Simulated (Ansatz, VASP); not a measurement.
**ScHO2: VASP beside Ansatz**

```
Sc H O
1.0
     3.19378    0.00000    0.00000
    -1.59689    2.76589    0.00000
     0.00000    0.00000    8.97696
Sc H O
2 2 4
Cartesian
  0.0000 0.0000 4.4885
  0.0000 0.0000 0.0000
  1.5969 0.9220 6.7327
  0.0000 1.8439 2.2442
  1.5969 0.9220 5.5208
  1.5969 0.9220 7.9446
  0.0000 1.8439 1.0324
  0.0000 1.8439 3.4561
```

Alike in both runs: functional PBEsol; k mesh 12 × 12 × 4; occupations gaussian, width 0.02 eV; no spin polarisation.

Ansatz relaxed the structure, and its values are those at the end. VASP's run is a single point on that final structure, the one shown.

|  | VASP | Ansatz |
| --- | --- | --- |
| version | VASP 6.6.1 | Ansatz 0.2.0 |
| potentials or method | VASP PAW PBE potentials, release 64 (Sc_sv, H, O), cutoff 520 eV | scalar-relativistic, plane waves, PAW |
| valence electrons in the cell | 48 | 48 |

Ansatz gave:

| Item | Value |
| --- | --- |
| gap on the k mesh at the Fermi level (eV) | 3.73 |
| least direct gap on the mesh (eV) | 4.16 |
| pressure (GPa) | 0.0 |
| rms of the force components (eV/Å) | 0.000 |

Problem. What did VASP give for the same quantities?

Solution. gap on the k mesh at the Fermi level (eV): 3.70; least direct gap on the mesh (eV): 4.14; pressure (GPa): 0.8; rms of the force components (eV/Å): 0.023.

VASP's potentials were made for PBE, not for PBEsol.
